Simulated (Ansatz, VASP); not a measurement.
SrTiO3 in VASP and in Ansatz

Contents of POSCAR:

```
SrTiO3
1.0
    3.9068515030      0.0000000000      0.0000000000
    0.0000000000      3.7552656647      0.0000000000
    0.0000000000      0.0000000000      3.9068515030
Sr Ti O
1 1 3
Direct
    0.0000000000      0.0000000000      0.0000000000
    0.5000000000      0.5000000000      0.5000000000
    0.5000000000      0.0000000000      0.5000000000
    0.5000000000      0.5000000000      0.0000000000
    0.0000000000      0.5000000000      0.5000000000
```

The input INCAR.step1:

```
SYSTEM = SrTiO3
ALGO     = Normal         ! electronic algorithm
EDIFF    = 1E-5           ! SCF threshold, eV
ENCUT    = 520            ! plane-wave cutoff, eV
GGA      = PE             ! functional
ISIF     = 2              ! what is computed and relaxed
ISMEAR   = 0              ! smearing method
KPAR     = 4            
LASPH    = .True.         ! aspherical terms in the spheres
LREAL    = .False.        ! projectors in reciprocal space
LWAVE    = .True.         ! write WAVECAR
NBANDS   = 28             ! bands
NELM     = 100            ! most SCF steps
PREC     = Accurate       ! precision mode
SIGMA    = 0.01           ! smearing width, eV
```

The input INCAR.step2:

```
SYSTEM = SrTiO3
ALGO     = Normal         ! electronic algorithm
EDIFF    = 1E-6           ! SCF threshold, eV
ENCUT    = 520            ! plane-wave cutoff, eV
GGA      = PE             ! functional
HFSCREEN = 0.2079         ! screening, 1/A
ISIF     = 2              ! what is computed and relaxed
ISMEAR   = 0              ! smearing method
ISTART   = 1            
KPAR     = 4            
LASPH    = .True.         ! aspherical terms in the spheres
LCHARG   = .True.         ! write CHGCAR
LHFCALC  = .True.         ! exact exchange
LREAL    = .False.        ! projectors in reciprocal space
LVHAR    = .True.       
LWAVE    = .False.        ! write WAVECAR
NBANDS   = 28             ! bands
NELM     = 100            ! most SCF steps
PREC     = Accurate       ! precision mode
PRECFOCK = Fast         
SIGMA    = 0.01           ! smearing width, eV
```

Contents of KPOINTS:

```
k-points
0
Gamma
  4 4 4
  0 0 0
```

Input for Ansatz:

```yaml
crystal:
  lattice:
    - [3.906851503, 0.0, 0.0]
    - [0.0, 3.7552656647, 0.0]
    - [0.0, 0.0, 3.906851503]
  atoms:
    - { symbol: Sr, position: [0.0, 0.0, 0.0] }
    - { symbol: Ti, position: [0.5, 0.5, 0.5] }
    - { symbol: O, position: [0.5, 0.0, 0.5] }
    - { symbol: O, position: [0.5, 0.5, 0.0] }
    - { symbol: O, position: [0.0, 0.5, 0.5] }
kpoints:
  mp_grid: { grid: [4, 4, 4] }
  band_path:
    path: [[0.0, 0.0, 0.0], [0.0, 0.5, 0.0], [0.5, 0.5, 0.0], [0.5, 0.5, 0.5]]
    npoints: 1
hamiltonian:
  xc: hse06
scf:
  occupations: { method: fixed }
  n_extra_bands: 5
output:
  forces: true
  stress: true
  eigenvalues: true
```

Change from the starting cell: uniaxial_y strain -3.9%.

Alike in both runs: task single point; functional HSE06; k mesh 4 × 4 × 4; no spin polarisation.

```csv
,VASP,Ansatz
version,VASP 6.6.1,Ansatz 0.2.0
potentials or method,"VASP PAW PBE potentials, release 64 (Sr_sv, Ti_sv, O)","plane waves, PAW"
plane-wave cutoff (eV),520,420
occupations,"gaussian, width 0.01 eV",fixed
valence electrons in the cell,40,40
```

```tsv
	VASP	Ansatz	Ansatz less VASP
gap on the k mesh at the Fermi level (eV)	3.33	3.37	+0.042
pressure (GPa)	7.5	6.8	-0.70
traceless stress, the component that is largest in VASP (GPa)	7.95	7.87	-0.084
```

Ansatz's warnings: stress exchange threshold loose, stress scf threshold loose.
